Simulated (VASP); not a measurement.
# RbAg4 (P-62m) in VASP: relaxation of cell and atoms with PBE

Aim: the relaxation of cell and atoms of RbAg4 with PBE.

Program: VASP 6.6.1. These are calculated values, not measurements. Logs are shortened: lines on timing, memory, paths and dates and some standing lists are left out, and cuts for length are marked.

## Step 1: The cell of the first run

Symmetry: P-62m, No. 189, hexagonal system. The conventional cell has a = 5.279 Å, b = 5.279 Å, c = 5.690 Å, α = 90.00°, β = 90.00°, γ = 120.00°. Within 4.0 Å of Rb (site symmetry -62m) lie 14 Ag at 2.85 to 3.95 Å. Ag (site symmetry m2m) has 6 Ag at 2.53 to 2.74 Å within 3.3 Å. Ag (site symmetry -62m) has 6 Ag at 2.53 to 2.74 Å and 2 Rb at 2.85 Å within 3.3 Å.

The cell was generated, and may not be a known phase.

## Step 2: Relaxation of cell and atoms, PBE

INCAR reads:

```
SYSTEM = RbAg4
  ALGO = Normal
  EDIFF = 1E-7
  EDIFFG = -0.08
  ENCUT = 630
  GGA = PE
  GGA_COMPAT = .False.
  IBRION = 2
  ISIF = 3
  ISMEAR = 0
  LASPH = .True.
  LCHARG = .False.
  LREAL = .False.
  LWAVE = .False.
  NELM = 120
  NELMIN = 4
  NSW = 36
  PREC = Accurate
  SIGMA = 0.2
```

KPOINTS reads:

```
k-points
0
Gamma
  4 4 3
  0 0 0
```

POSCAR reads:

```
RbAg4
1.0
    5.2791633500      0.0000000000      0.0000000000
   -2.6395816800      4.5718895700      0.0000000000
    0.0000000000      0.0000000000      5.6900764600
Rb Ag
1 4
Direct
    0.0000000000      0.0000000000      0.5000000000
    0.5198922900      0.0000000000      0.0000000000
    0.0000000000      0.5198922900      0.0000000000
    0.4801077100      0.4801077100      0.0000000000
    0.0000000000      0.0000000000      0.0000000000
```

Potentials or basis: VASP PAW PBE potentials, release 64 (Rb_sv, Ag_sv_GW).

The run is started by

```
$ cat potpaw_PBE.64/Rb_sv/POTCAR potpaw_PBE.64/Ag_sv_GW/POTCAR > POTCAR
$ mpirun -np 1 vasp_std > vasp.out
```

OUTCAR:

```text
SYSTEM = RbAg4
   EDIFF = 1E-7
   EDIFFG = -0.08
   ENCUT = 630
   GGA = PE
   IBRION = 2
   ISIF = 3
   ISMEAR = 0
   LASPH = .True.
   LREAL = .False.
   NELM = 120
   NELMIN = 4
   NSW = 36
   PREC = Accurate

 ion  position               nearest neighbor table
   1  0.000  0.000  0.500-   5 2.85   5 2.85   4 3.81   4 3.81   2 3.81   2 3.81   3 3.81   3 3.81
                             4 3.95   4 3.95   2 3.95   2 3.95   3 3.95   3 3.95
   2  0.520  0.000  0.000-   5 2.53   3 2.65   3 2.65   4 2.65   4 2.65   1 3.81   1 3.81   1 3.95
                             1 3.95
   3  0.000  0.520  0.000-   5 2.53   2 2.65   2 2.65   4 2.65   4 2.65   1 3.81   1 3.81   1 3.95
                             1 3.95
   4  0.480  0.480  0.000-   5 2.53   3 2.65   3 2.65   2 2.65   2 2.65   1 3.81   1 3.81   1 3.95
                             1 3.95
   5  0.000  0.000  0.000-   4 2.53   2 2.53   3 2.53   1 2.85   1 2.85

  LATTYP: Found a hexagonal cell.
 ALAT       =     5.2791633500
 C/A-ratio  =     1.0778367864

  Lattice vectors:

 A1 = (   5.2791633500,   0.0000000000,   0.0000000000)
 A2 = (  -2.6395816800,   4.5718895700,   0.0000000000)
 A3 = (   0.0000000000,   0.0000000000,   5.6900764600)

Analysis of symmetry for initial positions (statically):
=====================================================================
 Subroutine PRICEL returns:
 Original cell was already a primitive cell.

 Routine SETGRP: Setting up the symmetry group for a
 hexagonal supercell.

 Subroutine GETGRP returns: Found 12 space group operations
 (whereof 12 operations were pure point group operations)
 out of a pool of 24 trial point group operations.

The static configuration has the point symmetry D_3h.

Analysis of symmetry for dynamics (positions and initial velocities):
=====================================================================
 Subroutine PRICEL returns:
 Original cell was already a primitive cell.

 Routine SETGRP: Setting up the symmetry group for a
 hexagonal supercell.

 Subroutine GETGRP returns: Found 12 space group operations
 (whereof 12 operations were pure point group operations)
 out of a pool of 24 trial point group operations.

The dynamic configuration has the point symmetry D_3h.

 Subroutine INISYM returns: Found 12 space group operations
 (whereof 12 operations are pure point group operations),
 and found     1 'primitive' translations

----------------------------------------------------------------------------------------

                                     Primitive cell

  volume of cell :     137.3343

  direct lattice vectors                    reciprocal lattice vectors
     5.279163350  0.000000000  0.000000000     0.189423955  0.109363972  0.000000000
    -2.639581680  4.571889570  0.000000000     0.000000000  0.218727943  0.000000000
     0.000000000  0.000000000  5.690076460     0.000000000  0.000000000  0.175744563

  length of vectors
     5.279163350  5.279163351  5.690076460     0.218727943  0.218727943  0.175744563

  position of ions in fractional coordinates (direct lattice)
     0.000000000  0.000000000  0.500000000
     0.519892290  0.000000000  0.000000000
     0.000000000  0.519892290  0.000000000
     0.480107710  0.480107710  0.000000000
     0.000000000  0.000000000  0.000000000

  ion indices of the primitive-cell ions
   primitive index   ion index
                 1           1
                 2           2
                 3           3
                 4           4
                 5           5

----------------------------------------------------------------------------------------

 KPOINTS: k-points

Automatic generation of k-mesh.
 Grid dimensions read from file:
 generate k-points for:    4    4    3

 Generating k-lattice:

  Cartesian coordinates                     Fractional coordinates (reciprocal lattice)
     0.047355989  0.027340993  0.000000000     0.250000000  0.000000000  0.000000000
     0.000000000  0.054681986  0.000000000     0.000000000  0.250000000  0.000000000
     0.000000000  0.000000000  0.058581521     0.000000000  0.000000000  0.333333333

  Length of vectors
     0.054681986  0.054681986  0.058581521

  Shift w.r.t. Gamma in fractional coordinates (k-lattice)
     0.000000000  0.000000000  0.000000000

 Subroutine IBZKPT returns following result:
 ===========================================

 Found      8 irreducible k-points:

 Following reciprocal coordinates:
            Coordinates               Weight
  0.000000  0.000000  0.000000      1.000000
  0.250000  0.000000  0.000000      6.000000
  0.500000  0.000000  0.000000      3.000000
  0.250000  0.250000  0.000000      6.000000
  0.000000  0.000000  0.333333      2.000000
  0.250000  0.000000  0.333333     12.000000
  0.500000  0.000000  0.333333      6.000000
  0.250000  0.250000  0.333333     12.000000
   k-points           NKPTS =      8   k-points in BZ     NKDIM =      8   number of bands    NBANDS=     51
   number of dos      NEDOS =    301   number of ions     NIONS =      5
   total plane-waves  NPLWV = 110592
   dimension x,y,z NGX =    48 NGY =   48 NGZ =   48
   dimension x,y,z NGXF=    96 NGYF=   96 NGZF=   96
   ions per type =               1   4
   NGX,Y,Z   is equivalent  to a cutoff of  15.12, 15.12, 14.02 a.u.
   NGXF,Y,Z  is equivalent  to a cutoff of  30.23, 30.23, 28.05 a.u.
 SYSTEM =  RbAg4
   PREC   = accura    normal or accurate (medium, high low for compatibility)
   ISTART =      0    job   : 0-new  1-cont  2-samecut
   ICHARG =      2    charge: 1-file 2-atom 10-const
   ISPIN  =      1    spin polarized calculation?
   LNONCOLLINEAR =      F non collinear calculations
   LSORBIT =      F    spin-orbit coupling
   LASPH  =      T    aspherical Exc in radial PAW
   ENCUT  =  630.0 eV  46.30 Ry    6.80 a.u.  10.80 10.80 11.65*2*pi/ulx,y,z
   NELM   =    120;   NELMIN=  4; NELMDL= -5     # of ELM steps
   EDIFF  = 0.1E-06   stopping-criterion for ELM
   LREAL  =      F    real-space projection
   EDIFFG = -.8E-01   stopping-criterion for IOM
   NSW    =     36    number of steps for IOM
   IBRION =      2    ionic relax: 0-MD 1-quasi-New 2-CG
   NFREE  =      1    steps in history (QN), initial steepest desc. (CG)
   ISIF   =      3    stress and relaxation
   ISYM   =      2    0-nonsym 1-usesym 2-fastsym
   POTIM  = 0.5000    time-step for ionic-motion
   TEBEG  =    0.0;   TEEND  =   0.0 temperature during run
   PSTRESS=    0.0 pullay stress
   NELECT =      85.0000    total number of electrons
   NUPDOWN=      -1.0000    fix difference up-down
   EMIN   =  10.00;   EMAX   =-10.00  energy-range for DOS
   EFERMI =   0.00;   METHOD = LEGACY
   ISMEAR =     0;   SIGMA  =   0.20  broadening in eV -4-tet -1-fermi 0-gaus
   EFERMI_NEDOS =   21; number of points for ismear=-14 and -15
   IALGO  =     38    algorithm
   IMIX   =      4    mixing-type and parameters
     AMIX     =   0.40;   BMIX     =  1.00
     AMIX_MAG =   1.60;   BMIX_MAG =  1.00
  volume/ion in A,a.u.               =      27.47       185.36
  Fermi-wavevector in a.u.,A,eV,Ry     =   1.395152  2.636455 26.483044  1.946449
  Thomas-Fermi vector in A             =   2.518632
   LORBIT       =      0    0 simple, 1 ext, 2 COOP (PROOUT), +10 PAW based schemes
   GGA     = PE    functional components
   LHFCALC =     F    Hartree Fock is set to
   AEXX    =    0.0000 exact exchange contribution
   IVDW    =     0    specifies the selected vdW correction
   LEPSILON=     F    determine dielectric tensor
   LRPA    =     F    only Hartree local field effects (RPA)
 conjugate gradient relaxation of ions
 non-spin polarized calculation
 Gauss-broadening in eV      SIGMA  =   0.20
  energy-cutoff  :      630.00
  volume of cell :      137.33
 maximum number of plane-waves:      4949
 NGX is ok and might be reduce to    48
   NGX = 21   NGY = 21   NGZ = 23

--------------------------------------- Ionic step        1  -------------------------------------------

 number of electron      84.9999985 magnetization

 Free energy of the ion-electron system (eV)
  ---------------------------------------------------
  ext. energy  EPLUGINS =         0.00000000
  ---------------------------------------------------
  free energy    TOTEN  =        -2.23468529 eV

  energy without entropy =       -2.20709347  energy(sigma->0) =       -2.22088938

------------------------ aborting loop because EDIFF is reached ----------------------------------------

  FORCE on cell =-STRESS in cart. coord.  units (eV):
  Direction    XX          YY          ZZ          XY          YZ          ZX
  --------------------------------------------------------------------------------------
  -------------------------------------------------------------------------------------
  Total       10.7633808     10.7633808      6.7557487     -0.0000000      0.0000000      0.0000000
  in kB      125.5683985    125.5683984     78.8143199     -0.0000001      0.0000000      0.0000000
  external PRESSURE =     109.9837056 kB  Pullay stress =       0.0000000 kB
[... 98 lines left out ...]
  FREE ENERGIE OF THE ION-ELECTRON SYSTEM (eV)
  ---------------------------------------------------
  free  energy   TOTEN  =        -2.9986612972 eV

  energy  without entropy=       -2.9710693759  energy(sigma->0) =       -2.98486534

[... ionic steps 4 to 8 ...]

--------------------------------------- Ionic step        9  -------------------------------------------

 number of electron      85.0000020 magnetization

------------------------ aborting loop because EDIFF is reached ----------------------------------------

  FORCE on cell =-STRESS in cart. coord.  units (eV):
  Direction    XX          YY          ZZ          XY          YZ          ZX
  --------------------------------------------------------------------------------------
  -------------------------------------------------------------------------------------
  Total       -0.6313930     -0.6313930     -0.2122866      0.0000000      0.0000000      0.0000000
  in kB       -5.9252685     -5.9252685     -1.9921907      0.0000000      0.0000000      0.0000000
  external PRESSURE =      -4.6142425 kB  Pullay stress =       0.0000000 kB
[... 63 lines left out ...]
  energy  without entropy=       -3.1467170143  energy(sigma->0) =       -3.16051661

--------------------------------------- Ionic step       11  -------------------------------------------

 number of electron      85.0000016 magnetization

 Free energy of the ion-electron system (eV)
  ---------------------------------------------------
  ext. energy  EPLUGINS =         0.00000000
  ---------------------------------------------------
  free energy    TOTEN  =        -3.17688419 eV

  energy without entropy =       -3.14928390  energy(sigma->0) =       -3.16308405

 E-fermi :   2.1981     XC(G=0):  -8.1687

 val. band max:        2.1683255461   @ k =   0.2500   0.0000   0.3333
 cond. band min:       2.6747254014   @ k =   0.0000   0.0000   0.0000
 fundamental gap:      0.5063998553
 Fermi energy:         2.1980732930

 k-point     1 :       0.0000    0.0000    0.0000
  band No.  band energies     occupation
      1     -89.8426      2.00000
      2     -89.5591      2.00000
      3     -89.5435      2.00000
      4     -89.5435      2.00000
      5     -53.3355      2.00000
      6     -53.3355      2.00000
[... 453 lines left out ...]
  FREE ENERGIE OF THE ION-ELECTRON SYSTEM (eV)
  ---------------------------------------------------
  free  energy   TOTEN  =        -3.1768841876 eV

  energy  without entropy=       -3.1492839034  energy(sigma->0) =       -3.16308405

 reached required accuracy - stopping structural energy minimisation
```

Run time: 17 min. Hardware: 1 thread of AMD EPYC 7R13 (Zen 3), shared host; peak memory 0.35 GiB.

What came out:

```
Free energy                           : -3.1769 eV
Relaxed volume                        : 33.78 Å³/atom
Relaxed cell                          : a = 5.543 Å, b = 5.543 Å, c = 6.347 Å, α = 90.00°, β = 90.00°, γ = 120.00°
Space group after relaxing (to 0.1 Å) : P6/mmm (No. 191)
Energy gained by relaxing             : 188.4 meV/atom
Ionic steps                           : 11
Pressure after relaxing               : 0.0 GPa
Largest force after relaxing          : 0.007 eV/Å
Band gap on the k mesh                : zero (an odd number of electrons rules out a gap without spin polarisation)
```

Forces on the atoms (eV/Å):
```
Rb   0.000  0.000  0.000
Ag   0.007  0.000  0.000
Ag  -0.003  0.006  0.000
Ag  -0.003 -0.006  0.000
Ag   0.000  0.000  0.000
```

The path:
| step | energy change (eV) | largest force (eV/Å) | pressure (GPa) | volume (Å³) |
| --- | --- | --- | --- | --- |
| 1 | 0.0000 | 0.9597 | 11.00 | 137.33 |
| 2 | -0.5531 | 0.1715 | -3.04 | 178.25 |
| 3 | -0.7640 | 0.3543 | 0.26 | 161.40 |
| 4 | -0.8857 | 0.2837 | 0.06 | 165.15 |
| 5 | -0.9269 | 0.1701 | 0.08 | 170.39 |
| 6 | -0.9299 | 0.1940 | 0.04 | 169.36 |
| 7 | -0.9299 | 0.1972 | 0.04 | 169.20 |
| 8 | -0.9359 | 0.1377 | -0.13 | 169.69 |
| 9 | -0.9393 | 0.0139 | -0.46 | 170.73 |
| 10 | -0.9396 | 0.0411 | -0.39 | 170.48 |
| 11 | -0.9422 | 0.0070 | 0.00 | 168.90 |

Final structure:
```xyz
5
Lattice="5.5433 0.0000 0.0000 -2.7717 4.8006 0.0000 0.0000 0.0000 6.3469" Properties=species:S:1:pos:R:3 pbc="T T T"
Rb    0.0000    0.0000    3.1735
Ag    2.7698    0.0000    0.0000
Ag   -1.3849    2.3987    0.0000
Ag    1.3867    2.4019    0.0000
Ag    0.0000    0.0000    6.3469
```

Caveat: the k points lie up to 0.33 Å⁻¹ apart in the final cell, too coarse for converged energies and pressures of a metal; the volume moved by over 15 % at a fixed basis, so the end points are rough.

The gap in the log of VASP goes by the Fermi energy; the results here count the filled bands.